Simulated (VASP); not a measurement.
# WS2 in VASP: further runs

WS2 is run at these levels: PBE-based screened hybrid with 25 % exact exchange, PBE0; tasks: single point.

Everything below comes from runs of VASP 6.6.1. Logs are shortened: lines on timing, memory, paths and dates and some standing lists are left out, and cuts for length are marked.

### Step 1. The cell of the first run

The cell holds a slab with vacuum, 3 atoms: a = 3.162 Å, b = 3.162 Å, c = 16.950 Å, α = 90.00°, β = 90.00°, γ = 120.00°.

### Step 2. Single point, PBE-based screened hybrid with 25 % exact exchange

POSCAR

```
WS2
1.0
    3.1619092317      0.0000000000      0.0000000000
   -1.5809546159      2.7382937191      0.0000000000
    0.0000000000      0.0000000000     16.9498405851
W S
1 2
Direct
    0.0000000000      0.0000000000      0.0000000000
    0.3333333333      0.6666666667      0.0918805854
    0.3333333333      0.6666666667      0.9081194146
```

INCAR.step1

```
  PREC = Accurate
  ENCUT = 520
  EDIFF = 1E-5
  ISMEAR = -1
  SIGMA = 0.05
  LREAL = F
  LASPH = T
  NELM = 60
  ALGO = Normal
  ISIF = 2
  LWAVE = T
  LCHARG = F
  NBANDS = 20
  GGA = PE
```

INCAR.step2

```
  PREC = Accurate
  ENCUT = 520
  EDIFF = 1E-6
  ISMEAR = -1
  SIGMA = 0.05
  LREAL = F
  LASPH = T
  NELM = 60
  ALGO = Normal
  ISIF = 2
  LWAVE = F
  LCHARG = F
  GGA = PE
  LHFCALC = T
  AEXX = 0.25
  HFSCREEN = 0.3
  PRECFOCK = Normal
  NBANDS = 20
  ISTART = 1
```

KPOINTS

```
Automatic mesh
0
Gamma
  5 5 1
```

Potentials or basis: VASP PAW PBE potentials, release 64 (W_sv, S).

The run is started by

```bash
$ cat potpaw_PBE.64/W_sv/POTCAR potpaw_PBE.64/S/POTCAR > POTCAR
$ cp INCAR.step1 INCAR
$ mpirun -np 1 vasp_std > vasp.out
$ cp INCAR.step2 INCAR
$ mpirun -np 1 vasp_std > vasp.out
```

OUTCAR:

```text
PREC = Accurate
   ENCUT = 520
   EDIFF = 1E-6
   ISMEAR = -1
   LREAL = F
   LASPH = T
   NELM = 60
   ISIF = 2
   GGA = PE
   LHFCALC = T
   AEXX = 0.25
   HFSCREEN = 0.3
   PRECFOCK = Normal
   ISTART = 1

 ion  position               nearest neighbor table
   1  0.000  0.000  0.000-   2 2.40   3 2.40   2 2.40   3 2.40   2 2.40   3 2.40
   2  0.333  0.667  0.092-   1 2.40   1 2.40   1 2.40
   3  0.333  0.667  0.908-   1 2.40   1 2.40   1 2.40

  LATTYP: Found a hexagonal cell.
 ALAT       =     3.1619092317
 C/A-ratio  =     5.3606347757

  Lattice vectors:

 A1 = (   3.1619092317,   0.0000000000,   0.0000000000)
 A2 = (  -1.5809546159,   2.7382937191,   0.0000000000)
 A3 = (   0.0000000000,   0.0000000000,  16.9498405851)

Analysis of symmetry for initial positions (statically):
=====================================================================
 Subroutine PRICEL returns:
 Original cell was already a primitive cell.

 Routine SETGRP: Setting up the symmetry group for a
 hexagonal supercell.

 Subroutine GETGRP returns: Found 12 space group operations
 (whereof 12 operations were pure point group operations)
 out of a pool of 24 trial point group operations.

The static configuration has the point symmetry D_3h.

Analysis of symmetry for dynamics (positions and initial velocities):
=====================================================================
 Subroutine PRICEL returns:
 Original cell was already a primitive cell.

 Routine SETGRP: Setting up the symmetry group for a
 hexagonal supercell.

 Subroutine GETGRP returns: Found 12 space group operations
 (whereof 12 operations were pure point group operations)
 out of a pool of 24 trial point group operations.

The dynamic configuration has the point symmetry D_3h.

 Subroutine INISYM returns: Found 12 space group operations
 (whereof 12 operations are pure point group operations),
 and found     1 'primitive' translations

----------------------------------------------------------------------------------------

                                     Primitive cell

  volume of cell :     146.7557

  direct lattice vectors                    reciprocal lattice vectors
     3.161909232  0.000000000  0.000000000     0.316264613  0.182595460  0.000000000
    -1.580954616  2.738293719  0.000000000     0.000000000  0.365190919  0.000000000
     0.000000000  0.000000000 16.949840585     0.000000000  0.000000000  0.058997605

  length of vectors
     3.161909232  3.161909232 16.949840585     0.365190919  0.365190919  0.058997605

  position of ions in fractional coordinates (direct lattice)
     0.000000000  0.000000000  0.000000000
     0.333333333  0.666666667  0.091880585
     0.333333333  0.666666667  0.908119415

  ion indices of the primitive-cell ions
   primitive index   ion index
                 1           1
                 2           2
                 3           3

----------------------------------------------------------------------------------------

 KPOINTS: Automatic mesh

Automatic generation of k-mesh.
 Grid dimensions read from file:
 generate k-points for:    5    5    1

 Generating k-lattice:

  Cartesian coordinates                     Fractional coordinates (reciprocal lattice)
     0.063252923  0.036519092  0.000000000     0.200000000  0.000000000  0.000000000
     0.000000000  0.073038184  0.000000000     0.000000000  0.200000000  0.000000000
     0.000000000  0.000000000  0.058997605     0.000000000  0.000000000  1.000000000

  Length of vectors
     0.073038184  0.073038184  0.058997605

  Shift w.r.t. Gamma in fractional coordinates (k-lattice)
     0.000000000  0.000000000  0.000000000

 Subroutine IBZKPT returns following result:
 ===========================================

 Found      5 irreducible k-points:

 Following reciprocal coordinates:
            Coordinates               Weight
  0.000000  0.000000  0.000000      1.000000
  0.200000 -0.000000  0.000000      6.000000
  0.400000  0.000000  0.000000      6.000000
  0.200000  0.200000  0.000000      6.000000
  0.400000  0.200000  0.000000      6.000000
   k-points           NKPTS =      5   k-points in BZ     NKDIM =     25   number of bands    NBANDS=     20
   number of dos      NEDOS =    301   number of ions     NIONS =      3
   total plane-waves  NPLWV =  72576
   dimension x,y,z NGX =    24 NGY =   24 NGZ =  126
   dimension x,y,z NGXF=    48 NGYF=   48 NGZF=  252
   ions per type =               1   2
   NGX,Y,Z   is equivalent  to a cutoff of  12.62, 12.62, 12.36 a.u.
   NGXF,Y,Z  is equivalent  to a cutoff of  25.24, 25.24, 24.72 a.u.
 SYSTEM =  unknown system
   PREC   = accura    normal or accurate (medium, high low for compatibility)
   ISTART =      1    job   : 0-new  1-cont  2-samecut
   ICHARG =      0    charge: 1-file 2-atom 10-const
   ISPIN  =      1    spin polarized calculation?
   LNONCOLLINEAR =      F non collinear calculations
   LSORBIT =      F    spin-orbit coupling
   LASPH  =      T    aspherical Exc in radial PAW
   ENCUT  =  520.0 eV  38.22 Ry    6.18 a.u.   5.88  5.88 31.52*2*pi/ulx,y,z
   NELM   =     60;   NELMIN=  2; NELMDL=  0     # of ELM steps
   EDIFF  = 0.1E-05   stopping-criterion for ELM
   LREAL  =      F    real-space projection
   EDIFFG = 0.1E-04   stopping-criterion for IOM
   NSW    =      0    number of steps for IOM
   IBRION =     -1    ionic relax: 0-MD 1-quasi-New 2-CG
   NFREE  =      0    steps in history (QN), initial steepest desc. (CG)
   ISIF   =      2    stress and relaxation
   ISYM   =      3    0-nonsym 1-usesym 2-fastsym
   POTIM  = 0.5000    time-step for ionic-motion
   TEBEG  =    0.0;   TEEND  =   0.0 temperature during run
   PSTRESS=    0.0 pullay stress
   NELECT =      26.0000    total number of electrons
   NUPDOWN=      -1.0000    fix difference up-down
   EMIN   =  10.00;   EMAX   =-10.00  energy-range for DOS
   EFERMI =   0.00;   METHOD = LEGACY
   ISMEAR =    -1;   SIGMA  =   0.05  broadening in eV -4-tet -1-fermi 0-gaus
   EFERMI_NEDOS =   21; number of points for ismear=-14 and -15
   IALGO  =     38    algorithm
   IMIX   =      1    mixing-type and parameters
     AMIX     =   0.40;   BMIX     =  1.00
     AMIX_MAG =   1.60;   BMIX_MAG =  1.00
  volume/ion in A,a.u.               =      48.92       330.12
  Fermi-wavevector in a.u.,A,eV,Ry     =   0.919463  1.737533 11.502532  0.845412
  Thomas-Fermi vector in A             =   2.044660
   LORBIT       =      0    0 simple, 1 ext, 2 COOP (PROOUT), +10 PAW based schemes
   GGA     = PE    functional components
   LHFCALC =     T    Hartree Fock is set to
   PRECFOCK=normal    Normal, Fast or Accurate (Low or Medium for compatibility)
   ENCUT4O =  -1.0   cutoff for four orbital integrals eV
   NKREDX  =     1    reduce k-point grid by
   NKREDY  =     1    reduce k-point grid by
   NKREDZ  =     1    reduce k-point grid by
   AEXX    =    0.2500 exact exchange contribution
   HFSCREEN=    0.3000 screening length (either q_TF or 0.3 A-1)
   HFSCREENC=   0.3000 screening length for correlation (either q_TF or 0.3 A-1)
   ENCUTFOCK=  -1.0 apply spherical cutoff to Coloumb kernel
   IVDW    =     0    specifies the selected vdW correction
   LEPSILON=     F    determine dielectric tensor
   LRPA    =     F    only Hartree local field effects (RPA)
 non-spin polarized calculation
  energy-cutoff  :      520.00
  volume of cell :      146.76
 maximum number of plane-waves:      3968
 NGX is ok and might be reduce to    24
  NGX = 18; NGY = 18; NGZ = 96

 number of electron      25.9999996 magnetization

 Free energy of the ion-electron system (eV)
  ---------------------------------------------------
  ext. energy  EPLUGINS =         0.00000000
  ---------------------------------------------------
  free energy    TOTEN  =       -27.29789892 eV

  energy without entropy =      -27.29789892  energy(sigma->0) =      -27.29789892

 E-fermi :  -0.3263     XC(G=0):  -3.8260

 val. band max:       -1.5252725693   @ k =   0.0000   0.0000   0.0000
 cond. band min:       1.1518875295   @ k =   0.2000   0.2000   0.0000
 fundamental gap:      2.6771600988
 Fermi energy:        -0.3263462107

 k-point     1 :       0.0000    0.0000    0.0000
  band No.  band energies     occupation
      1     -79.3215      2.00000
      2     -42.1331      2.00000
      3     -41.9229      2.00000
      4     -41.9229      2.00000
      5     -17.8710      2.00000
      6     -16.0245      2.00000
[... 12 lines left out ...]
     19       4.4476      0.00000
     20       4.7552      0.00000

 k-point     2 :       0.2000   -0.0000    0.0000
  band No.  band energies     occupation
      1     -79.3132      2.00000
      2     -42.1052      2.00000
      3     -42.0787      2.00000
      4     -41.9590      2.00000
      5     -17.1717      2.00000
      6     -15.7777      2.00000
[... 12 lines left out ...]
     19       5.2288      0.00000
     20       6.2341      0.00000

 k-point     3 :       0.4000    0.0000    0.0000
  band No.  band energies     occupation
      1     -79.2998      2.00000
      2     -42.3229      2.00000
      3     -42.0596      2.00000
      4     -42.0167      2.00000
      5     -15.7750      2.00000
      6     -15.3058      2.00000
[... 12 lines left out ...]
     19       6.6700      0.00000
     20       6.7480      0.00000

 k-point     4 :       0.2000    0.2000    0.0000
  band No.  band energies     occupation
      1     -79.3024      2.00000
      2     -42.2373      2.00000
      3     -42.0684      2.00000
      4     -42.0468      2.00000
      5     -16.0891      2.00000
      6     -15.3938      2.00000
[... 12 lines left out ...]
     19       6.6296      0.00000
     20       7.1880      0.00000

 k-point     5 :       0.4000    0.2000    0.0000
  band No.  band energies     occupation
      1     -79.2957      2.00000
      2     -42.3117      2.00000
      3     -42.1226      2.00000
      4     -42.0455      2.00000
      5     -15.2594      2.00000
      6     -15.0978      2.00000
[... 12 lines left out ...]
     19       7.7065      0.00000
     20       8.4722      0.00000

------------------------ aborting loop because EDIFF is reached ----------------------------------------

  FORCE on cell =-STRESS in cart. coord.  units (eV):
  Direction    XX          YY          ZZ          XY          YZ          ZX
  --------------------------------------------------------------------------------------
  -------------------------------------------------------------------------------------
  Total       -0.1637829     -0.1637829     -0.2073903      0.0000000      0.0000000     -0.0000000
  in kB       -1.7880684     -1.7880684     -2.2641440      0.0000000      0.0000000     -0.0000000
  external PRESSURE =      -1.9467603 kB  Pullay stress =       0.0000000 kB

 VOLUME and BASIS-vectors are now :
 -----------------------------------------------------------------------------
  energy-cutoff  :      520.00
  volume of cell :      146.76
      direct lattice vectors                 reciprocal lattice vectors
     3.161909232  0.000000000  0.000000000     0.316264613  0.182595460  0.000000000
    -1.580954616  2.738293719  0.000000000     0.000000000  0.365190919  0.000000000
     0.000000000  0.000000000 16.949840585     0.000000000  0.000000000  0.058997605

 POSITION                                       TOTAL-FORCE (eV/Angst)
 -----------------------------------------------------------------------------------
      0.00000      0.00000      0.00000         0.000000      0.000000      0.000000
     -0.00000      1.82553      1.55736        -0.000000      0.000000     -0.054666
     -0.00000      1.82553     15.39248        -0.000000      0.000000      0.054666
 -----------------------------------------------------------------------------------
    total drift:                               -0.000005      0.000003      0.000000

  FREE ENERGIE OF THE ION-ELECTRON SYSTEM (eV)
  ---------------------------------------------------
  free  energy   TOTEN  =       -27.2978989184 eV

  energy  without entropy=      -27.2978989184  energy(sigma->0) =      -27.29789892
```

It took 10 min on 1 thread of Intel Xeon Platinum 8375C at 2.90GHz (Ice Lake), shared host; peak memory 0.36 GiB.

What came out:

```
Free energy            : -27.2979 eV
Largest force          : 0.055 eV/Å
Band gap on the k mesh : 2.68 eV (least direct gap 3.23 eV)
```

Forces in eV/Å, atoms in the order of the input:
```
W    0.000  0.000  0.000
S    0.000  0.000 -0.055
S    0.000  0.000  0.055
```

Caveat: the k points lie up to 0.46 Å⁻¹ apart; the PAW data sets were made with another functional, which shifts forces and pressure a little; spin-orbit coupling is left out, which moves the levels of the heavy elements.

### Step 3. Single point, PBE0

This run uses another cell than the first one.

POSCAR

```
WS2
1.0
    3.1835163552      0.0000000000      0.0000000000
   -1.5917581776      2.7570060369      0.0000000000
    0.0000000000      0.0000000000     16.9505778900
W S
1 2
Direct
    0.0000000000      0.0000000000      0.0000000000
    0.3333333333      0.6666666667      0.0920005100
    0.3333333333      0.6666666667      0.9079994900
```

INCAR.step1

```
PREC = Accurate
ENCUT = 520
EDIFF = 1E-5
ISMEAR = -1
SIGMA = 0.05
LREAL = F
LASPH = T
NELM = 100
ALGO = Normal
ISIF = 2
LWAVE = T
LCHARG = F
GGA = PE
NBANDS = 20
```

INCAR.step2

```
PREC = Accurate
ENCUT = 520
EDIFF = 1E-7
ISMEAR = -1
SIGMA = 0.05
LREAL = F
LASPH = T
NELM = 100
ALGO = Normal
ISIF = 2
LWAVE = F
LCHARG = F
GGA = PE
LHFCALC = T
AEXX = 0.25
PRECFOCK = Normal
ISTART = 1
NBANDS = 20
```

KPOINTS

```
Automatic mesh
0
Gamma
  6 6 1
```

Potentials or basis: VASP PAW PBE potentials, release 64 (W_sv, S).

The run is started by

```bash
$ cat potpaw_PBE.64/W_sv/POTCAR potpaw_PBE.64/S/POTCAR > POTCAR
$ cp INCAR.step1 INCAR
$ mpirun -np 1 vasp_std > vasp.out
$ cp INCAR.step2 INCAR
$ mpirun -np 1 vasp_std > vasp.out
```

OUTCAR:

```text
PREC = Accurate
   ENCUT = 520
   EDIFF = 1E-7
   ISMEAR = -1
   LREAL = F
   LASPH = T
   NELM = 100
   ISIF = 2
   GGA = PE
   LHFCALC = T
   AEXX = 0.25
   PRECFOCK = Normal
   ISTART = 1

 ion  position               nearest neighbor table
   1  0.000  0.000  0.000-   2 2.41   3 2.41   2 2.41   3 2.41   2 2.41   3 2.41
   2  0.333  0.667  0.092-   1 2.41   1 2.41   1 2.41
[... 347 lines left out ...]

  FORCE on cell =-STRESS in cart. coord.  units (eV):
  Direction    XX          YY          ZZ          XY          YZ          ZX
  --------------------------------------------------------------------------------------
  -------------------------------------------------------------------------------------
  Total       -1.2858034     -1.2858034     -0.8666753      0.0000000      0.0000000     -0.0000000
  in kB      -13.8470047    -13.8470047     -9.3333534      0.0000000      0.0000000     -0.0000000
  external PRESSURE =     -12.3424543 kB  Pullay stress =       0.0000000 kB

 VOLUME and BASIS-vectors are now :
 -----------------------------------------------------------------------------
  energy-cutoff  :      520.00
  volume of cell :      148.77
      direct lattice vectors                 reciprocal lattice vectors
     3.183516355  0.000000000  0.000000000     0.314118066  0.181356150  0.000000000
    -1.591758178  2.757006037  0.000000000     0.000000000  0.362712300  0.000000000
     0.000000000  0.000000000 16.950577890     0.000000000  0.000000000  0.058995039

 POSITION                                       TOTAL-FORCE (eV/Angst)
 -----------------------------------------------------------------------------------
      0.00000      0.00000      0.00000         0.000000     -0.000000      0.000000
     -0.00000      1.83800      1.55946        -0.000000      0.000000     -0.257029
     -0.00000      1.83800     15.39112        -0.000000      0.000000      0.257029
 -----------------------------------------------------------------------------------
    total drift:                                0.000000     -0.000000     -0.000000

  FREE ENERGIE OF THE ION-ELECTRON SYSTEM (eV)
  ---------------------------------------------------
  free  energy   TOTEN  =       -30.3784013534 eV

  energy  without entropy=      -30.3784013534  energy(sigma->0) =      -30.37840135
```

OSZICAR.step1:

```text
N       E                     dE             d eps       ncg     rms          rms(c)
DAV:   1     0.179797749353E+03    0.17980E+03   -0.12186E+04   336   0.111E+03
DAV:   2    -0.114887236230E+02   -0.19129E+03   -0.18583E+03   352   0.277E+02
DAV:   3    -0.248434024829E+02   -0.13355E+02   -0.13286E+02   408   0.674E+01
[... 11 lines left out ...]
DAV:  15    -0.236682486450E+02   -0.39271E-04   -0.29947E-05   288   0.264E-02    0.225E-02
DAV:  16    -0.236682919475E+02   -0.43302E-04   -0.99088E-06   300   0.144E-02    0.858E-03
DAV:  17    -0.236683244284E+02   -0.32481E-04   -0.58212E-06   276   0.125E-02    0.847E-03
DAV:  18    -0.236683562912E+02   -0.31863E-04   -0.18989E-06   260   0.574E-03    0.107E-02
DAV:  19    -0.236683648309E+02   -0.85398E-05   -0.35551E-07   216   0.281E-03
   1 F= -.23668365E+02 E0= -.23668365E+02  d E =-.407975E-08
```

It took 30 min on 1 thread of Intel Xeon Platinum 8375C at 2.90GHz (Ice Lake), shared host; peak memory 0.27 GiB.

What came out:

* Free energy: -30.3784 eV
* Largest force: 0.257 eV/Å
* Band gap on the k mesh: 2.97 eV

Forces on the atoms (eV/Å):
```
W    0.000  0.000  0.000
S    0.000  0.000 -0.257
S    0.000  0.000  0.257
```

Caveat: the PAW data sets were made with another functional, which shifts forces and pressure a little; spin-orbit coupling is left out, which moves the levels of the heavy elements.
